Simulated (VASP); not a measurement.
# HPbNO4 (P1) in VASP: a series of runs

HPbNO4 is run at these levels: PBE; tasks: single point.

Program: VASP 6.6.1. These are calculated values, not measurements. Logs are shortened: lines on timing, memory, paths and dates and some standing lists are left out, and cuts for length are marked.

## (1) The cell of the first run

The typed cell holds 7 atoms: a = 3.883 Å, b = 4.367 Å, c = 6.024 Å, α = 81.87°, β = 83.26°, γ = 87.68°.

## (2) Single point, PBE (14.34 Å³/atom)

The input, INCAR:

```
ALGO = Normal
EDIFF = 1E-6
ENCUT = 520
GGA = PE
ISIF = 2
ISMEAR = -1
LASPH = True
LCHARG = False
LREAL = False
LWAVE = False
NBANDS = 31
NELM = 60
PREC = Accurate
SIGMA = 0.05
```

The input, KPOINTS:

```
k-points
0
Gamma
  5 4 4
```

The input, POSCAR:

```
HPbNO4
1.0
    3.8826142544      0.0017917884     -0.0368222587
    0.1746792388      4.3630652074     -0.0165790760
    0.7630502125      0.8442846652      5.9155391475
H Pb N O
1 1 1 4
Direct
    0.6151100000      0.8955900000      0.1984400000
    0.6459700000      0.4465100000      0.9168500000
    0.7147400000      0.2381000000      0.5005800000
    0.1695800000      0.4700700000      0.7776800000
    0.6291900000      0.9704500000      0.4984500000
    0.5642400000      0.9258300000      0.0384900000
    0.7802200000      0.4225000000      0.3195100000
```

Potentials or basis: VASP PAW PBE potentials, release 64 (H, Pb_d, N, O).

Run with:

```bash
cat potpaw_PBE.64/H/POTCAR potpaw_PBE.64/Pb_d/POTCAR potpaw_PBE.64/N/POTCAR potpaw_PBE.64/O/POTCAR > POTCAR
mpirun -np 1 vasp_std > vasp.out
```

OUTCAR:

```text
EDIFF = 1E-6
   ENCUT = 520
   GGA = PE
   ISIF = 2
   ISMEAR = -1
   LASPH = True
   LREAL = False
   NELM = 60
   PREC = Accurate

 ion  position               nearest neighbor table
   1  0.615  0.896  0.198-   6 1.00
   2  0.646  0.447  0.917-   4 2.11   4 2.11   6 2.31   6 2.31   7 2.53   3 2.77
   3  0.715  0.238  0.501-   5 1.23   7 1.27   2 2.77
   4  0.170  0.470  0.778-   2 2.11   2 2.11
   5  0.629  0.970  0.498-   3 1.23
   6  0.564  0.926  0.038-   1 1.00   2 2.31   2 2.31
   7  0.780  0.422  0.320-   3 1.27   2 2.53

  LATTYP: Found a triclinic cell.
 ALAT       =     9.0618925695
 B/A-ratio  =     1.1034313029
 C/A-ratio  =     0.8320978899
 COS(alpha) =     0.0134657135
 COS(beta)  =     0.5861289562
 COS(gamma) =     0.8046043717

  Lattice vectors:

 A1 = (  -7.9399077476,  -4.3666487842,   0.0902235934)
 A2 = (  -7.1768575351,  -3.5223641190,   6.0057627409)
 A3 = (  -4.6456644669,  -0.8460764536,  -5.8787168888)

Analysis of symmetry for initial positions (statically):
=====================================================================
 Subroutine PRICEL returns:
 Original cell was already a primitive cell.

 Routine SETGRP: Setting up the symmetry group for a
 triclinic supercell.

 Subroutine GETGRP returns: Found  1 space group operations
 (whereof  1 operations were pure point group operations)
 out of a pool of  2 trial point group operations.

The static configuration has the point symmetry C_1 .

Analysis of symmetry for dynamics (positions and initial velocities):
=====================================================================
 Subroutine PRICEL returns:
 Original cell was already a primitive cell.

 Routine SETGRP: Setting up the symmetry group for a
 triclinic supercell.

 Subroutine GETGRP returns: Found  1 space group operations
 (whereof  1 operations were pure point group operations)
 out of a pool of  2 trial point group operations.

The dynamic configuration has the point symmetry C_1 .

 Subroutine INISYM returns: Found  1 space group operations
 (whereof  1 operations are pure point group operations),
 and found     1 'primitive' translations

----------------------------------------------------------------------------------------

                                     Primitive cell

  volume of cell :     100.3795

  direct lattice vectors                    reciprocal lattice vectors
     3.882614254  0.001791788 -0.036822259     0.257262617 -0.010420186 -0.031697312
     0.174679239  4.363065207 -0.016579076    -0.000415303  0.229089255 -0.032642781
     0.763050213  0.844284665  5.915539147     0.001600210  0.000577191  0.168757508

  length of vectors
     3.882789273  4.366592001  6.024007439     0.259417336  0.231403566  0.168766082

  position of ions in fractional coordinates (direct lattice)
     0.615110000  0.895590000  0.198440000
     0.645970000  0.446510000  0.916850000
     0.714740000  0.238100000  0.500580000
     0.169580000  0.470070000  0.777680000
     0.629190000  0.970450000  0.498450000
     0.564240000  0.925830000  0.038490000
     0.780220000  0.422500000  0.319510000

  ion indices of the primitive-cell ions
   primitive index   ion index
                 1           1
                 2           2
                 3           3
                 4           4
                 5           5
                 6           6
                 7           7

----------------------------------------------------------------------------------------

 KPOINTS: k-points

Automatic generation of k-mesh.
 Grid dimensions read from file:
 generate k-points for:    5    4    4

 Generating k-lattice:

  Cartesian coordinates                     Fractional coordinates (reciprocal lattice)
     0.051452523 -0.002084037 -0.006339462     0.200000000 -0.000000000  0.000000000
    -0.000103826  0.057272314 -0.008160695    -0.000000000  0.250000000  0.000000000
     0.000400053  0.000144298  0.042189377    -0.000000000 -0.000000000  0.250000000

  Length of vectors
     0.051883467  0.057850891  0.042191520

  Shift w.r.t. Gamma in fractional coordinates (k-lattice)
     0.000000000  0.000000000  0.000000000

 Subroutine IBZKPT returns following result:
 ===========================================

 Found     42 irreducible k-points:

 Following reciprocal coordinates:
            Coordinates               Weight
  0.000000  0.000000  0.000000      1.000000
  0.200000  0.000000  0.000000      2.000000
  0.400000  0.000000 -0.000000      2.000000
  0.000000  0.250000  0.000000      2.000000
  0.200000  0.250000  0.000000      2.000000
  0.400000  0.250000  0.000000      2.000000
[... 16 lines left out ...]
  0.200000  0.500000  0.250000      2.000000
  0.400000  0.500000  0.250000      2.000000
 [... further k-points ...]
   k-points           NKPTS =     42   k-points in BZ     NKDIM =     42   number of bands    NBANDS=     31
   number of dos      NEDOS =    301   number of ions     NIONS =      7
   total plane-waves  NPLWV =  46080
   dimension x,y,z NGX =    30 NGY =   32 NGZ =   48
   dimension x,y,z NGXF=    60 NGYF=   64 NGZF=   96
   ions per type =               1   1   1   4
   NGX,Y,Z   is equivalent  to a cutoff of  12.84, 12.18, 13.25 a.u.
   NGXF,Y,Z  is equivalent  to a cutoff of  25.69, 24.37, 26.49 a.u.
 SYSTEM =  unknown system
   PREC   = accura    normal or accurate (medium, high low for compatibility)
   ISTART =      0    job   : 0-new  1-cont  2-samecut
   ICHARG =      2    charge: 1-file 2-atom 10-const
   ISPIN  =      1    spin polarized calculation?
   LNONCOLLINEAR =      F non collinear calculations
   LSORBIT =      F    spin-orbit coupling
   LASPH  =      T    aspherical Exc in radial PAW
   ENCUT  =  520.0 eV  38.22 Ry    6.18 a.u.   7.22  8.12 11.20*2*pi/ulx,y,z
   NELM   =     60;   NELMIN=  2; NELMDL= -5     # of ELM steps
   EDIFF  = 0.1E-05   stopping-criterion for ELM
   LREAL  =      F    real-space projection
   EDIFFG = 0.1E-04   stopping-criterion for IOM
   NSW    =      0    number of steps for IOM
   IBRION =     -1    ionic relax: 0-MD 1-quasi-New 2-CG
   NFREE  =      0    steps in history (QN), initial steepest desc. (CG)
   ISIF   =      2    stress and relaxation
   ISYM   =      2    0-nonsym 1-usesym 2-fastsym
   POTIM  = 0.5000    time-step for ionic-motion
   TEBEG  =    0.0;   TEEND  =   0.0 temperature during run
   PSTRESS=    0.0 pullay stress
   NELECT =      44.0000    total number of electrons
   NUPDOWN=      -1.0000    fix difference up-down
   EMIN   =  10.00;   EMAX   =-10.00  energy-range for DOS
   EFERMI =   0.00;   METHOD = LEGACY
   ISMEAR =    -1;   SIGMA  =   0.05  broadening in eV -4-tet -1-fermi 0-gaus
   EFERMI_NEDOS =   21; number of points for ismear=-14 and -15
   IALGO  =     38    algorithm
   IMIX   =      4    mixing-type and parameters
     AMIX     =   0.40;   BMIX     =  1.00
     AMIX_MAG =   1.60;   BMIX_MAG =  1.00
  volume/ion in A,a.u.               =      14.34        96.77
  Fermi-wavevector in a.u.,A,eV,Ry     =   1.243591  2.350046 21.041651  1.546518
  Thomas-Fermi vector in A             =   2.377895
   LORBIT       =      0    0 simple, 1 ext, 2 COOP (PROOUT), +10 PAW based schemes
   GGA     = PE    functional components
   LHFCALC =     F    Hartree Fock is set to
   AEXX    =    0.0000 exact exchange contribution
   IVDW    =     0    specifies the selected vdW correction
   LEPSILON=     F    determine dielectric tensor
   LRPA    =     F    only Hartree local field effects (RPA)
 non-spin polarized calculation
  energy-cutoff  :      520.00
  volume of cell :      100.38
 maximum number of plane-waves:      2718
 NGX is ok and might be reduce to    30
   NGX = 15   NGY = 17   NGZ = 23

 number of electron      43.9999993 magnetization

 Free energy of the ion-electron system (eV)
  ---------------------------------------------------
  ext. energy  EPLUGINS =         0.00000000
  ---------------------------------------------------
  free energy    TOTEN  =       -38.64942440 eV

  energy without entropy =      -38.64712998  energy(sigma->0) =      -38.64827719

 E-fermi :   0.7679     XC(G=0):  -8.6963

 val. band max:        0.5758162074   @ k =   0.4000   0.2500   0.0000
 cond. band min:       0.8286101713   @ k =  -0.0000   0.0000   0.5000
 fundamental gap:      0.2527939638
 Fermi energy:         0.7678523894

 k-point     1 :       0.0000    0.0000    0.0000
  band No.  band energies     occupation
      1     -24.0243      2.00000
      2     -19.7348      2.00000
      3     -17.7599      2.00000
      4     -17.2822      2.00000
      5     -15.2185      2.00000
      6     -15.1272      2.00000
[... 23 lines left out ...]
     30      11.8426      0.00000
     31      12.0938      0.00000

 k-point     2 :       0.2000    0.0000    0.0000
  band No.  band energies     occupation
      1     -24.0185      2.00000
      2     -19.7328      2.00000
      3     -17.7505      2.00000
      4     -17.1180      2.00000
      5     -15.2164      2.00000
      6     -15.1252      2.00000
[... 23 lines left out ...]
     30      11.4056      0.00000
     31      12.2428      0.00000

 k-point     3 :       0.4000    0.0000   -0.0000
  band No.  band energies     occupation
      1     -24.0091      2.00000
      2     -19.7295      2.00000
      3     -17.7362      2.00000
      4     -16.8453      2.00000
      5     -15.1386      2.00000
      6     -15.1217      2.00000
[... 23 lines left out ...]
     30      11.3358      0.00000
     31      12.0094      0.00000

 k-point     4 :       0.0000    0.2500    0.0000
  band No.  band energies     occupation
      1     -24.0038      2.00000
      2     -19.7886      2.00000
      3     -17.6651      2.00000
      4     -17.2862      2.00000
      5     -15.2178      2.00000
      6     -15.1345      2.00000
[... 23 lines left out ...]
     30      11.6906      0.00000
     31      12.2762      0.00000

 k-point     5 :       0.2000    0.2500    0.0000
  band No.  band energies     occupation
      1     -23.9983      2.00000
      2     -19.7866      2.00000
      3     -17.6549      2.00000
      4     -17.1217      2.00000
      5     -15.2253      2.00000
      6     -15.1317      2.00000
[... 23 lines left out ...]
     30      11.6976      0.00000
     31      12.1250      0.00000
[... 542 lines left out ...]
     30      11.8073      0.00000
     31      11.9190      0.00000

 k-point    22 :      -0.0000    0.5000    0.2500
  band No.  band energies     occupation
      1     -23.9822      2.00000
      2     -19.8386      2.00000
      3     -17.5656      2.00000
      4     -17.2974      2.00000
      5     -15.2176      2.00000
      6     -15.1299      2.00000
[... 23 lines left out ...]
     30      11.2687      0.00000
     31      12.2698      0.00000

 k-point    23 :       0.2000    0.5000    0.2500
  band No.  band energies     occupation
      1     -23.9768      2.00000
      2     -19.8355      2.00000
      3     -17.5576      2.00000
      4     -17.1300      2.00000
      5     -15.2307      2.00000
      6     -15.1263      2.00000
[... 23 lines left out ...]
     30      11.4693      0.00000
     31      12.0203      0.00000

 k-point    24 :       0.4000    0.5000    0.2500
  band No.  band energies     occupation
      1     -23.9682      2.00000
      2     -19.8307      2.00000
      3     -17.5450      2.00000
      4     -16.8437      2.00000
      5     -15.1762      2.00000
      6     -15.1212      2.00000
[... 23 lines left out ...]
     30      11.6191      0.00000
     31      11.8376      0.00000

 [... further k-points ...]

------------------------ aborting loop because EDIFF is reached ----------------------------------------

  FORCE on cell =-STRESS in cart. coord.  units (eV):
  Direction    XX          YY          ZZ          XY          YZ          ZX
  --------------------------------------------------------------------------------------
  -------------------------------------------------------------------------------------
  Total       -0.7552484     -0.6872838     -0.7952924     -0.0401995      0.0089794     -0.1028298
  in kB      -12.0546776    -10.9698798    -12.6938268     -0.6416328      0.1433221     -1.6412878
  external PRESSURE =     -11.9061281 kB  Pullay stress =       0.0000000 kB

 VOLUME and BASIS-vectors are now :
 -----------------------------------------------------------------------------
  energy-cutoff  :      520.00
  volume of cell :      100.38
      direct lattice vectors                 reciprocal lattice vectors
     3.882614254  0.001791788 -0.036822259     0.257262617 -0.010420186 -0.031697312
     0.174679239  4.363065207 -0.016579076    -0.000415303  0.229089255 -0.032642781
     0.763050213  0.844284665  5.915539147     0.001600210  0.000577191  0.168757508

 POSITION                                       TOTAL-FORCE (eV/Angst)
 -----------------------------------------------------------------------------------
      2.69610      4.07616      1.13638        -0.052531     -0.005809     -0.165404
      3.28565      2.72339      5.39247        -0.002244      0.000580     -0.010588
      3.19862      1.46276      2.93093         0.007600      0.049124     -0.108718
      1.33393      2.70783      4.58636         0.005260     -0.002503      0.078604
      2.99276      4.65610      2.90934         0.000502     -0.004374      0.001192
      2.38182      4.07296      0.19156         0.077981      0.004567      0.143450
      3.34690      2.11455      1.85434        -0.036568     -0.041585      0.061463
 -----------------------------------------------------------------------------------
    total drift:                                0.000537      0.000925     -0.001570

  FREE ENERGIE OF THE ION-ELECTRON SYSTEM (eV)
  ---------------------------------------------------
  free  energy   TOTEN  =       -38.6494244013 eV

  energy  without entropy=      -38.6471299790  energy(sigma->0) =      -38.64827719
```

It took 63 s on 1 thread of Intel Xeon 6975P-C (Granite Rapids), shared host; peak memory 0.28 GiB.

What came out:

| Quantity | Value |
| --- | --- |
| Free energy | -38.6494 eV |
| Pressure | -1.2 GPa |
| Largest force | 0.174 eV/Å |
| Band gap on the k mesh | 0.25 eV (least direct gap 0.45 eV) |

Forces on the atoms (eV/Å):
```
H   -0.053 -0.006 -0.165
Pb  -0.002  0.001 -0.011
N    0.008  0.049 -0.109
O    0.005 -0.003  0.079
O    0.001 -0.004  0.001
O    0.078  0.005  0.143
O   -0.037 -0.042  0.061
```

Caveat: the standard files for N, O and F lose accuracy on very short bonds; spin-orbit coupling is left out, which moves the levels of the heavy elements; an odd mesh through Γ misses points on the zone boundary, where band edges can lie.

(Continued in part 2 of 2.)
